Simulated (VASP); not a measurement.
# Si (Cm) in VASP: notebook, part 2 of 2

VASP 6.6.1. Earlier steps stand in the parts before.

## Step 4: Single point, PBE (atom 1 (Si) moved by (+0.300, +0.300) A along y and z)

INCAR

```
SYSTEM = Si
PREC = Accurate
ENCUT = 520
EDIFF = 1E-7
ISMEAR = 0
SIGMA = 0.05
LREAL = .FALSE.
LASPH = .TRUE.
NELM = 80
ALGO = Normal
ISIF = 2
LWAVE = .FALSE.
LCHARG = .FALSE.
GGA = PE
NBANDS = 16
```

KPOINTS

```
Automatic mesh
0
G
  12 12 6
  0 0 0
```

POSCAR

```
Si
1.0
    3.8313174605      0.0000000000      0.0000000000
   -1.9156587303      3.3180182508      0.0000000000
    0.0000000000      0.0000000000      6.3326220002
Si
4
Direct
    0.3785410413      0.7570820825      0.1103832419
    0.6666666667      0.3333333333      0.5630095000
    0.3333333333      0.6666666667      0.4369905000
    0.6666666667      0.3333333333      0.9369905000
```

Potentials or basis: VASP PAW PBE potentials, release 64 (Si).

On the command line:

```sh
$ cat potpaw_PBE.64/Si/POTCAR > POTCAR
$ mpirun -np 1 vasp_std > vasp.out
```

OUTCAR:

```text
SYSTEM = Si
   PREC = Accurate
   ENCUT = 520
   EDIFF = 1E-7
   ISMEAR = 0
   LREAL = .FALSE.
   LASPH = .TRUE.
   NELM = 80
   ISIF = 2
   GGA = PE

 ion  position               nearest neighbor table
   1  0.379  0.757  0.110-   3 2.09   4 2.20   4 2.62   4 2.62
   2  0.667  0.333  0.563-   3 2.35   3 2.35   3 2.35   4 2.37
   3  0.333  0.667  0.437-   1 2.09   2 2.35   2 2.35   2 2.35
   4  0.667  0.333  0.937-   1 2.20   2 2.37   1 2.62   1 2.62

  LATTYP: Found a hexagonal cell.
 ALAT       =     3.8313174605
 C/A-ratio  =     1.6528575524

  Lattice vectors:

 A1 = (   3.8313174605,   0.0000000000,   0.0000000000)
 A2 = (  -1.9156587303,   3.3180182508,   0.0000000000)
 A3 = (   0.0000000000,   0.0000000000,   6.3326220002)

Analysis of symmetry for initial positions (statically):
=====================================================================
 Subroutine PRICEL returns:
 Original cell was already a primitive cell.

 Routine SETGRP: Setting up the symmetry group for a
 hexagonal supercell.

 Subroutine GETGRP returns: Found  2 space group operations
 (whereof  2 operations were pure point group operations)
 out of a pool of 24 trial point group operations.

The static configuration has the point symmetry C_1h.

Analysis of symmetry for dynamics (positions and initial velocities):
=====================================================================
 Subroutine PRICEL returns:
 Original cell was already a primitive cell.

 Routine SETGRP: Setting up the symmetry group for a
 hexagonal supercell.

 Subroutine GETGRP returns: Found  2 space group operations
 (whereof  2 operations were pure point group operations)
 out of a pool of 24 trial point group operations.

The dynamic configuration has the point symmetry C_1h.

 Subroutine INISYM returns: Found  2 space group operations
 (whereof  2 operations are pure point group operations),
 and found     1 'primitive' translations

[... 119 lines left out ...]
  volume/ion in A,a.u.               =      20.13       135.81
  Fermi-wavevector in a.u.,A,eV,Ry     =   0.955384  1.805414 12.418837  0.912759
  Thomas-Fermi vector in A             =   2.084217
   LORBIT       =      0    0 simple, 1 ext, 2 COOP (PROOUT), +10 PAW based schemes
   GGA     = PE    functional components
   LHFCALC =     F    Hartree Fock is set to
   AEXX    =    0.0000 exact exchange contribution
   IVDW    =     0    specifies the selected vdW correction
   LEPSILON=     F    determine dielectric tensor
   LRPA    =     F    only Hartree local field effects (RPA)
 non-spin polarized calculation
 Gauss-broadening in eV      SIGMA  =   0.05
  energy-cutoff  :      520.00
  volume of cell :       80.50
 maximum number of plane-waves:      2208
   NGX = 15   NGY = 15   NGZ = 23

 number of electron      16.0000000 magnetization

 Free energy of the ion-electron system (eV)
  ---------------------------------------------------
  ext. energy  EPLUGINS =         0.00000000
  ---------------------------------------------------
  free energy    TOTEN  =       -20.48029059 eV

  energy without entropy =      -20.47913809  energy(sigma->0) =      -20.47971434

 E-fermi :   6.4021     XC(G=0):  -9.4079

 val. band max:        6.3919702099   @ k =   0.0000   0.4167   0.5000
 cond. band min:       6.4239507816   @ k =   0.3333   0.0000   0.3333
 fundamental gap:      0.0319805717
 Fermi energy:         6.4020775538

 k-point     1 :       0.0000    0.0000    0.0000
  band No.  band energies     occupation
      1      -6.3519      2.00000
      2      -3.6028      2.00000
      3      -1.8263      2.00000
      4       4.2151      2.00000
      5       4.6105      2.00000
      6       4.7340      2.00000
[... 433 lines left out ...]
      3      -1.9141      2.00000
      4       0.7379      2.00000
      5       1.8446      2.00000
      6       2.6909      2.00000
[... 8 lines left out ...]
     15      12.3141      0.00000
     16      13.4491      0.00000

 [... further k-points ...]

------------------------ aborting loop because EDIFF is reached ----------------------------------------

  FORCE on cell =-STRESS in cart. coord.  units (eV):
  Direction    XX          YY          ZZ          XY          YZ          ZX
  --------------------------------------------------------------------------------------
  -------------------------------------------------------------------------------------
  Total       -1.6257646      1.7248622      6.4668777     -0.0000000     -3.1267668      0.0000000
  in kB      -32.3562195     34.3284746    128.7048036     -0.0000000    -62.2293990      0.0000000
  external PRESSURE =      43.5590196 kB  Pullay stress =       0.0000000 kB

 VOLUME and BASIS-vectors are now :
 -----------------------------------------------------------------------------
  energy-cutoff  :      520.00
  volume of cell :       80.50
      direct lattice vectors                 reciprocal lattice vectors
     3.831317461  0.000000000  0.000000000     0.261006823  0.150692360  0.000000000
    -1.915658730  3.318018251  0.000000000     0.000000000  0.301384720  0.000000000
     0.000000000  0.000000000  6.332622000     0.000000000  0.000000000  0.157912473

 POSITION                                       TOTAL-FORCE (eV/Angst)
 -----------------------------------------------------------------------------------
      0.00000      2.51201      0.69902         0.000000     -2.379890     -4.882012
      1.91566      1.10601      3.56533         0.000000     -0.113715      0.394023
     -0.00000      2.21201      2.76730         0.000000     -0.248611      3.595702
      1.91566      1.10601      5.93361        -0.000000      2.742216      0.892287
 -----------------------------------------------------------------------------------
    total drift:                               -0.000000     -0.000033      0.000021

  FREE ENERGIE OF THE ION-ELECTRON SYSTEM (eV)
  ---------------------------------------------------
  free  energy   TOTEN  =       -20.4802905874 eV

  energy  without entropy=      -20.4791380887  energy(sigma->0) =      -20.47971434
```

OSZICAR:

```text
N       E                     dE             d eps       ncg     rms          rms(c)
DAV:   1     0.272052688498E+02    0.27205E+02   -0.59510E+03  7744   0.819E+02
DAV:   2    -0.190284773761E+02   -0.46234E+02   -0.42273E+02 10416   0.120E+02
DAV:   3    -0.208940246005E+02   -0.18655E+01   -0.18486E+01 10552   0.229E+01
DAV:   4    -0.209164297318E+02   -0.22405E-01   -0.22398E-01  9848   0.322E+00
DAV:   5    -0.209168263070E+02   -0.39658E-03   -0.39655E-03 10736   0.407E-01    0.711E+00
DAV:   6    -0.205975714428E+02    0.31925E+00   -0.16580E-01  9264   0.244E+00    0.425E+00
DAV:   7    -0.204773003949E+02    0.12027E+00   -0.27010E-01 10216   0.261E+00    0.663E-01
DAV:   8    -0.204796560044E+02   -0.23556E-02   -0.17087E-02  9704   0.799E-01    0.302E-01
DAV:   9    -0.204799792586E+02   -0.32325E-03   -0.17789E-03 10152   0.222E-01    0.114E-01
DAV:  10    -0.204802029860E+02   -0.22373E-03   -0.30548E-04  9872   0.930E-02    0.496E-02
DAV:  11    -0.204802815506E+02   -0.78565E-04   -0.66231E-05  9992   0.461E-02    0.102E-02
DAV:  12    -0.204802894471E+02   -0.78965E-05   -0.79865E-06 10320   0.159E-02    0.441E-03
DAV:  13    -0.204802905678E+02   -0.11207E-05   -0.13039E-06 10200   0.611E-03    0.150E-03
DAV:  14    -0.204802905874E+02   -0.19601E-07   -0.61728E-08  8328   0.148E-03
   1 F= -.20480291E+02 E0= -.20479714E+02  d E =-.115250E-02
```

Run time: 6.6 min. Hardware: 1 thread of Intel Xeon 8259CL, shared host; peak memory 0.34 GiB.

What came out:

| Quantity | Value |
| --- | --- |
| Free energy | -20.4803 eV |
| Pressure | 4.4 GPa |
| Largest force | 5.431 eV/Å |
| Band gap on the k mesh | zero (bands 8 and 9 overlap by 0.83 eV) |

Forces on the atoms (eV/Å):
```
Si   0.000 -2.380 -4.882
Si   0.000 -0.114  0.394
Si   0.000 -0.249  3.596
Si   0.000  2.742  0.892
```

Caveat: the cell differs from its parent crystal (atom 1 (Si) moved by (+0.300, +0.300) A along y and z); the stress differs along the axes, from -3 to 13 GPa; forces of over 1 eV/Å act on the atoms, so gaps and moduli don't describe the material at rest.

## Step 5: Summary

```tsv
cell	gap on the mesh (eV)	pressure (GPa)	largest force (eV/Å)
as given, atomic positions A	none	3.8	5.24
as given, atomic positions B	none	6.0	8.36
as given, atomic positions C	none	4.4	5.43
```

Alike in all rows: task single point; level PBE; potentials or basis VASP PAW PBE potentials, release 64 (Si); no spin polarisation; k mesh 12 × 12 × 6; cutoff (eV) 520; smearing gaussian 0.05 eV.

Caveats: forces of over 1 eV/Å act on the atoms, so gaps and moduli don't describe the material at rest; semilocal functionals underestimate gaps, and a narrow one can read as zero (at least some runs); the stress differs along the axes, from -2 to 12 GPa (at least some runs); the stress differs along the axes, from -1 to 20 GPa (at least some runs); the stress differs along the axes, from -3 to 13 GPa (at least some runs).

Total energies depend on the potentials used, so only differences within one code and one set of settings carry meaning.

The gap in the log of VASP goes by the Fermi energy; the results here count the filled bands.